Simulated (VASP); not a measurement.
# Ti (P6_3/mmc) in VASP: notebook

The runs below take Ti through relaxation of shape and atoms at fixed volume, with PBEsol.

Program: VASP 6.6.1. These are calculated values, not measurements. Logs are shortened: lines on timing, memory, paths and dates and some standing lists are left out, and cuts for length are marked.

**1. The cell of the first run**

It takes space group P6_3/mmc (No. 194, hexagonal). The conventional cell has a = 2.601 Å, b = 2.601 Å, c = 4.111 Å, α = 90.00°, β = 90.00°, γ = 120.00°. Within 3.4 Å of Ti (site symmetry -6m2) lie 12 Ti at 2.55 to 2.60 Å.

**2. Relaxation of shape and atoms at fixed volume, PBEsol**

File INCAR:

```
SYSTEM = Ti
ALGO = Normal ; EDIFF = 1E-7
EDIFFG = -0.005 ; ENCUT = 600
GGA = PS ; IBRION = 2
ISIF = 4 ; ISMEAR = -1
LASPH = .TRUE. ; LCHARG = .FALSE.
LREAL = .FALSE. ; LWAVE = .FALSE.
NELM = 80 ; NSW = 50
PREC = Accurate ; SIGMA = 0.05
```

File KPOINTS:

```
k-points
0
G
  15 15 8
  0 0 0
```

File POSCAR:

```
Ti
1.0
    2.6012081413      0.0000000000      0.0000000000
   -1.3006040706      2.2527123309      0.0000000000
    0.0000000000      0.0000000000      4.1113074660
Ti
2
Direct
    0.3333333333      0.6666666667      0.2500000000
    0.6666666667      0.3333333333      0.7500000000
```

Potentials or basis: VASP PAW PBE potentials, release 64 (Ti_sv).

Run with:

```sh
$ cat potpaw_PBE.64/Ti_sv/POTCAR > POTCAR
$ mpirun -np 1 vasp_std > vasp.out
```

OUTCAR:

```text
SYSTEM = Ti
   EDIFF = 1E-7
   EDIFFG = -0.005
   ENCUT = 600
   GGA = PS
   IBRION = 2
   ISIF = 4
   ISMEAR = -1
   LASPH = .TRUE.
   LREAL = .FALSE.
   NELM = 80
   NSW = 50
   PREC = Accurate

 ion  position               nearest neighbor table
   1  0.333  0.667  0.250-   2 2.55   2 2.55   2 2.55   2 2.55   2 2.55   2 2.55
   2  0.667  0.333  0.750-   1 2.55   1 2.55   1 2.55   1 2.55   1 2.55   1 2.55

  LATTYP: Found a hexagonal cell.
 ALAT       =     2.6012081413
 C/A-ratio  =     1.5805376743

  Lattice vectors:

 A1 = (   2.6012081413,   0.0000000000,   0.0000000000)
 A2 = (  -1.3006040706,   2.2527123309,   0.0000000000)
 A3 = (   0.0000000000,   0.0000000000,   4.1113074660)

Analysis of symmetry for initial positions (statically):
=====================================================================
 Subroutine PRICEL returns:
 Original cell was already a primitive cell.

 Routine SETGRP: Setting up the symmetry group for a
 hexagonal supercell.

 Subroutine GETGRP returns: Found 24 space group operations
 (whereof 12 operations were pure point group operations)
 out of a pool of 24 trial point group operations.

The static configuration has the point symmetry D_3d.
 The point group associated with its full space group is D_6h.

Analysis of symmetry for dynamics (positions and initial velocities):
=====================================================================
 Subroutine PRICEL returns:
 Original cell was already a primitive cell.

 Routine SETGRP: Setting up the symmetry group for a
 hexagonal supercell.

 Subroutine GETGRP returns: Found 24 space group operations
 (whereof 12 operations were pure point group operations)
 out of a pool of 24 trial point group operations.

The dynamic configuration has the point symmetry D_3d.
 The point group associated with its full space group is D_6h.

 Subroutine INISYM returns: Found 24 space group operations
 (whereof 12 operations are pure point group operations),
 and found     1 'primitive' translations

----------------------------------------------------------------------------------------

                                     Primitive cell

  volume of cell :      24.0913

  direct lattice vectors                    reciprocal lattice vectors
     2.601208141  0.000000000  0.000000000     0.384436748  0.221954660  0.000000000
    -1.300604071  2.252712331  0.000000000     0.000000000  0.443909320  0.000000000
[... 96 lines left out ...]
   NELECT =      24.0000    total number of electrons
   NUPDOWN=      -1.0000    fix difference up-down
   EMIN   =  10.00;   EMAX   =-10.00  energy-range for DOS
   EFERMI =   0.00;   METHOD = LEGACY
   ISMEAR =    -1;   SIGMA  =   0.05  broadening in eV -4-tet -1-fermi 0-gaus
   EFERMI_NEDOS =   21; number of points for ismear=-14 and -15
   IALGO  =     38    algorithm
   IMIX   =      4    mixing-type and parameters
     AMIX     =   0.40;   BMIX     =  1.00
     AMIX_MAG =   1.60;   BMIX_MAG =  1.00
  volume/ion in A,a.u.               =      12.05        81.29
  Fermi-wavevector in a.u.,A,eV,Ry     =   1.635027  3.089753 36.372644  2.673314
  Thomas-Fermi vector in A             =   2.726568
   LORBIT       =      0    0 simple, 1 ext, 2 COOP (PROOUT), +10 PAW based schemes
   GGA     = PS    functional components
   LHFCALC =     F    Hartree Fock is set to
   AEXX    =    0.0000 exact exchange contribution
   IVDW    =     0    specifies the selected vdW correction
   LEPSILON=     F    determine dielectric tensor
   LRPA    =     F    only Hartree local field effects (RPA)
 conjugate gradient relaxation of ions
 non-spin polarized calculation
  energy-cutoff  :      600.00
  volume of cell :       24.09
 maximum number of plane-waves:       815
 NGX is ok and might be reduce to    24
   NGX = 11   NGY = 11   NGZ = 17

--------------------------------------- Ionic step        1  -------------------------------------------

 number of electron      24.0000004 magnetization

 Free energy of the ion-electron system (eV)
  ---------------------------------------------------
  ext. energy  EPLUGINS =         0.00000000
  ---------------------------------------------------
  free energy    TOTEN  =       -15.16573475 eV

  energy without entropy =      -15.15039354  energy(sigma->0) =      -15.15806415

------------------------ aborting loop because EDIFF is reached ----------------------------------------

  FORCE on cell =-STRESS in cart. coord.  units (eV):
  Direction    XX          YY          ZZ          XY          YZ          ZX
  --------------------------------------------------------------------------------------
  -------------------------------------------------------------------------------------
  Total        9.5949343      9.5949343     10.4550635      0.0000000     -0.0000000      0.0000000
  in kB      638.1044746    638.1044746    695.3067724      0.0000000     -0.0000000      0.0000000
  external PRESSURE =     657.1719072 kB  Pullay stress =       0.0000000 kB
[... 59 lines left out ...]
--------------------------------------- Ionic step        3  -------------------------------------------

 number of electron      23.9999996 magnetization

 Free energy of the ion-electron system (eV)
  ---------------------------------------------------
  ext. energy  EPLUGINS =         0.00000000
  ---------------------------------------------------
  free energy    TOTEN  =       -15.17784842 eV

  energy without entropy =      -15.16372345  energy(sigma->0) =      -15.17078593

 E-fermi :  12.6599     XC(G=0): -13.5028

 val. band max:       12.6527115895   @ k =   0.3333   0.2000   0.2500
 cond. band min:      12.6631598312   @ k =   0.2667   0.2667   0.0000
 fundamental gap:      0.0104482417
 Fermi energy:        12.6598794402

 k-point     1 :       0.0000    0.0000    0.0000
  band No.  band energies     occupation
      1     -43.5825      2.00000
      2     -43.0925      2.00000
      3     -20.8019      2.00000
      4     -18.9250      2.00000
      5     -18.9250      2.00000
      6     -18.7724      2.00000
[... 433 lines left out ...]
      3     -20.4201      2.00000
      4     -20.0848      2.00000
      5     -19.7187      2.00000
      6     -19.7146      2.00000
[... 8 lines left out ...]
     15      14.4772      0.00000
     16      17.1788      0.00000

 [... further k-points ...]

------------------------ aborting loop because EDIFF is reached ----------------------------------------

  FORCE on cell =-STRESS in cart. coord.  units (eV):
  Direction    XX          YY          ZZ          XY          YZ          ZX
  --------------------------------------------------------------------------------------
  -------------------------------------------------------------------------------------
  Total        9.6917415      9.6917415      9.6945074      0.0000000      0.0000000      0.0000000
  in kB      644.5425698    644.5425698    644.7265133      0.0000000      0.0000000      0.0000000
  external PRESSURE =     644.6038843 kB  Pullay stress =       0.0000000 kB
[... 17 lines left out ...]
  FREE ENERGIE OF THE ION-ELECTRON SYSTEM (eV)
  ---------------------------------------------------
  free  energy   TOTEN  =       -15.1778484152 eV

  energy  without entropy=      -15.1637234481  energy(sigma->0) =      -15.17078593

 reached required accuracy - stopping structural energy minimisation
```

CONTCAR:

```text
Ti
   1.00000000000000
     2.5641480834228547    0.0000000000279274    0.0000000000000000
    -1.2820740416379537    2.2206173793018511    0.0000000000000000
     0.0000000000000000   -0.0000000000000000    4.2310091119837230
  Ti
     2
Direct
     0.3333333332999970    0.6666666667000030    0.2500000000000000
     0.6666666667000030    0.3333333332999970    0.7500000000000000

  0.00000000E+00  0.00000000E+00  0.00000000E+00
  0.00000000E+00  0.00000000E+00  0.00000000E+00
```

Wall time 2.3 min (1 thread of Intel Xeon Platinum 8259CL at 2.50GHz (Skylake/Cascade Lake), shared host); peak memory 0.19 GiB.

Results:

- Free energy: -15.1778 eV
- Energy gained by relaxing: 6.1 meV/atom
- Ionic steps: 3
- Pressure after relaxing: 64.5 GPa
- Band gap on the k mesh: zero (band 12 reaches 13.74 eV, above the bottom of band 13 at 12.26 eV)

The path:
```
step  energy change (eV)  largest force (eV/Å)  pressure (GPa)  volume (Å³)
   1              0.0000                0.0000           65.72        24.09
   2             -0.0089                0.0000           65.20        24.09
   3             -0.0121                0.0000           64.46        24.09
```

Final structure:
```
Ti
1.0
     2.56415    0.00000    0.00000
    -1.28207    2.22062    0.00000
     0.00000    0.00000    4.23101
Ti
2
Cartesian
  0.0000 1.4804 1.0578
  1.2821 0.7402 3.1733
```

Caveat: the PAW data sets were made with another functional, which shifts forces and pressure a little.

**3. Relaxation of shape and atoms at fixed volume, PBEsol**

This run uses another cell than the first one, of 13.38 Å³/atom, 1.111 times its volume.

File INCAR:

```
PREC     = Accurate       # precision mode
ENCUT    = 600            # plane-wave cutoff, eV
EDIFF    = 1E-7           # SCF threshold, eV
ISMEAR   = -1             # smearing method
SIGMA    = 0.05           # smearing width, eV
LREAL    = False          # projectors in reciprocal space
LASPH    = True           # aspherical terms in the spheres
NELM     = 100            # most SCF steps
ALGO     = Normal         # electronic algorithm
ISIF     = 4              # what is computed and relaxed
LWAVE    = False          # write WAVECAR
LCHARG   = False          # write CHGCAR
GGA      = PS             # functional
IBRION   = 2              # ionic algorithm
NSW      = 50             # ionic steps
EDIFFG   = -0.005         # ionic threshold
```

File KPOINTS:

```
regular mesh
0
Gamma
  15 15 8
```

File POSCAR:

```
Ti
1.0
    2.6941861638      0.0000000000      0.0000000000
   -1.3470930819      2.3332336603      0.0000000000
    0.0000000000      0.0000000000      4.2582627334
Ti
2
Direct
    0.3333333333      0.6666666667      0.2500000000
    0.6666666667      0.3333333333      0.7500000000
```

Potentials or basis: VASP PAW PBE potentials, release 64 (Ti_sv).

Run with:

```sh
$ cat potpaw_PBE.64/Ti_sv/POTCAR > POTCAR
$ mpirun -np 1 vasp_std > vasp.out
```

Run time: 2.7 min. Hardware: 1 thread of Intel Xeon Platinum 8259CL at 2.50GHz (Skylake/Cascade Lake), shared host; peak memory 0.2 GiB.

It converged, with:

* Free energy: -16.0210 eV
* Energy gained by relaxing: 0.9 meV/atom
* Ionic steps: 4
* Pressure after relaxing: 37.6 GPa
* Band gap on the k mesh: zero (band 12 reaches 12.26 eV, above the bottom of band 13 at 10.88 eV)

Step by step:
```csv
step,energy change (eV),largest force (eV/Å),pressure (GPa),volume (Å³)
1,0.0000,0.0000,37.82,26.77
2,-0.0016,0.0000,37.69,26.77
3,-0.0018,0.0000,37.63,26.77
4,-0.0019,0.0000,37.62,26.77
```

Final structure:
```
CELL_PARAMETERS angstrom
2.68124 0.00000 0.00000
-1.34062 2.32202 0.00000
0.00000 0.00000 4.29947
ATOMIC_POSITIONS crystal
Ti 0.33333 0.66667 0.25000
Ti 0.66667 0.33333 0.75000
```

Levels at points of the mesh, in eV from the Fermi level:
| k point | band 10 | band 11 | band 12 | band 13 | band 14 | band 15 |
| --- | --- | --- | --- | --- | --- | --- |
| (0.00, 0.00, 0.00) | -3.42 | 0.87 | 0.87 | 0.94 | 1.57 | 1.57 |
| (0.00, 0.00, 0.50) | -4.51 | 0.01 | 0.01 | 0.77 | 0.77 | 0.77 |

Caveat: the PAW data sets were made with another functional, which shifts forces and pressure a little.

**4. Relaxation of shape and atoms at fixed volume, PBEsol**

This run uses another cell than the first one, of 14.72 Å³/atom, 1.222 times its volume.

File INCAR:

```
SYSTEM = Ti
PREC = Accurate
ENCUT = 600
EDIFF = 1E-6
ISMEAR = -1
SIGMA = 0.05
LREAL = .FALSE.
LASPH = .TRUE.
NELM = 60
ALGO = Normal
ISIF = 4
LWAVE = .FALSE.
LCHARG = .FALSE.
GGA = PS
IBRION = 2
NSW = 50
EDIFFG = -0.005
```

File KPOINTS:

```
regular mesh
0
G
  15 15 8
  0 0 0
```

File POSCAR:

```
Ti
1.0
    2.7811548042      0.0000000000      0.0000000000
   -1.3905774021      2.4085507123      0.0000000000
    0.0000000000      0.0000000000      4.3957199461
Ti
2
Direct
    0.3333333333      0.6666666667      0.2500000000
    0.6666666667      0.3333333333      0.7500000000
```

Potentials or basis: VASP PAW PBE potentials, release 64 (Ti_sv).

Run with:

```sh
$ cat potpaw_PBE.64/Ti_sv/POTCAR > POTCAR
$ mpirun -np 1 vasp_std > vasp.out
```

OUTCAR:

```text
SYSTEM = Ti
   PREC = Accurate
   ENCUT = 600
   EDIFF = 1E-6
   ISMEAR = -1
   LREAL = .FALSE.
   LASPH = .TRUE.
   NELM = 60
   ISIF = 4
   GGA = PS
   IBRION = 2
   NSW = 50
   EDIFFG = -0.005

 ion  position               nearest neighbor table
   1  0.333  0.667  0.250-   2 2.72   2 2.72   2 2.72   2 2.72   2 2.72   2 2.72
   2  0.667  0.333  0.750-   1 2.72   1 2.72   1 2.72   1 2.72   1 2.72   1 2.72

  LATTYP: Found a hexagonal cell.
 ALAT       =     2.7811548042
 C/A-ratio  =     1.5805376743

  Lattice vectors:

 A1 = (   2.7811548042,   0.0000000000,   0.0000000000)
 A2 = (  -1.3905774021,   2.4085507123,   0.0000000000)
 A3 = (   0.0000000000,   0.0000000000,   4.3957199461)

Analysis of symmetry for initial positions (statically):
[... 257 lines left out ...]

 E-fermi :  10.0815     XC(G=0): -12.4492

 val. band max:       10.0752393932   @ k =   0.2000   0.2000   0.5000
 cond. band min:      10.0831183852   @ k =   0.4000   0.2000   0.2500
 fundamental gap:      0.0078789920
 Fermi energy:        10.0814998464

 k-point     1 :       0.0000    0.0000    0.0000
  band No.  band energies     occupation
      1     -46.3144      2.00000
      2     -46.0490      2.00000
      3     -23.2307      2.00000
      4     -22.1614      2.00000
      5     -22.1614      2.00000
      6     -22.0292      2.00000
[... 433 lines left out ...]
      3     -22.9046      2.00000
      4     -22.6976      2.00000
      5     -22.6226      2.00000
      6     -22.5562      2.00000
[... 8 lines left out ...]
     15      11.6633      0.00000
     16      13.7809      0.00000

 [... further k-points ...]

------------------------ aborting loop because EDIFF is reached ----------------------------------------

  FORCE on cell =-STRESS in cart. coord.  units (eV):
  Direction    XX          YY          ZZ          XY          YZ          ZX
  --------------------------------------------------------------------------------------
  -------------------------------------------------------------------------------------
  Total        3.3605059      3.3605059      3.3614136      0.0000000     -0.0000000      0.0000000
  in kB      182.8539162    182.8539162    182.9033080      0.0000000     -0.0000000      0.0000000
  external PRESSURE =     182.8703802 kB  Pullay stress =       0.0000000 kB
[... 17 lines left out ...]
  FREE ENERGIE OF THE ION-ELECTRON SYSTEM (eV)
  ---------------------------------------------------
  free  energy   TOTEN  =       -16.4801128634 eV

  energy  without entropy=      -16.4646114571  energy(sigma->0) =      -16.47236216

 reached required accuracy - stopping structural energy minimisation
```

OSZICAR:

```text
N       E                     dE             d eps       ncg     rms          rms(c)
DAV:   1     0.255971744757E+03    0.25597E+03   -0.14686E+04  4336   0.211E+03
DAV:   2     0.108366468145E+02   -0.24514E+03   -0.24351E+03  4416   0.519E+02
[... 18 lines left out ...]
   2 F= -.16480083E+02 E0= -.16472348E+02  d E =-.191546E-03
       N       E                     dE             d eps       ncg     rms          rms(c)
DAV:   1    -0.164804482651E+02   -0.36474E-03   -0.21905E-02  4528   0.214E+00    0.137E-01
DAV:   2    -0.164802169027E+02    0.23136E-03   -0.11964E-03  4320   0.449E-01    0.711E-02
DAV:   3    -0.164801131280E+02    0.10377E-03   -0.36020E-04  6416   0.212E-01    0.822E-03
DAV:   4    -0.164801131320E+02   -0.40436E-08   -0.28986E-05  4936   0.807E-02    0.438E-03
DAV:   5    -0.164801128634E+02    0.26858E-06   -0.83917E-07  3656   0.114E-02
   3 F= -.16480113E+02 E0= -.16472362E+02  d E =-.221658E-03
```

CONTCAR:

```text
Ti
   1.00000000000000
     2.7764902422099929    0.0000000000000000    0.0000000000000000
    -1.3882451211049964    2.4045110831205561    0.0000000000000000
     0.0000000000000000    0.0000000000000000    4.4105021567702174
  Ti
     2
Direct
     0.3333333332999970    0.6666666667000030    0.2500000000000000
     0.6666666667000030    0.3333333332999970    0.7500000000000000

  0.00000000E+00  0.00000000E+00  0.00000000E+00
  0.00000000E+00  0.00000000E+00  0.00000000E+00
```

Run time: 1.7 min. Hardware: 1 thread of Intel Xeon Platinum 8259CL at 2.50GHz (Skylake/Cascade Lake), shared host; peak memory 0.2 GiB.

Results:

| Property | Result |
| --- | --- |
| Free energy | -16.4801 eV |
| Energy gained by relaxing | 0.1 meV/atom |
| Ionic steps | 3 |
| Pressure after relaxing | 18.3 GPa |
| Band gap on the k mesh | zero (band 12 reaches 11.03 eV, above the bottom of band 13 at 9.76 eV) |

Step by step:
| step | energy change (eV) | largest force (eV/Å) | pressure (GPa) | volume (Å³) |
| --- | --- | --- | --- | --- |
| 1 | 0.0000 | 0.0000 | 18.39 | 29.44 |
| 2 | -0.0002 | 0.0000 | 18.30 | 29.44 |
| 3 | -0.0002 | 0.0000 | 18.29 | 29.44 |

Final structure:
```
CELL_PARAMETERS angstrom
2.77649 0.00000 0.00000
-1.38825 2.40451 0.00000
0.00000 0.00000 4.41050
ATOMIC_POSITIONS crystal
Ti 0.33333 0.66667 0.25000
Ti 0.66667 0.33333 0.75000
```

Caveat: the PAW data sets were made with another functional, which shifts forces and pressure a little.

**5. Summary**

| cell | gap on the mesh (eV) | pressure (GPa) |
| --- | --- | --- |
| relaxed from a = 2.601, b = 2.601, c = 4.111 Å, angles 90.0, 90.0, 120.0°, 2 atoms | none | 64.5 |
| relaxed from a = 2.694, b = 2.694, c = 4.258 Å, angles 90.0, 90.0, 120.0°, 2 atoms | none | 37.6 |
| relaxed from a = 2.781, b = 2.781, c = 4.396 Å, angles 90.0, 90.0, 120.0°, 2 atoms | none | 18.3 |

Alike in all rows: task relaxation of shape and atoms at fixed volume; level PBEsol; potentials or basis VASP PAW PBE potentials, release 64 (Ti_sv); no spin polarisation; k mesh 15 × 15 × 8; cutoff (eV) 600; smearing fermi-dirac 0.05 eV.

Caveats: the PAW data sets were made with another functional, which shifts forces and pressure a little.

Total energies depend on the potentials used, so only differences within one code and one set of settings carry meaning.
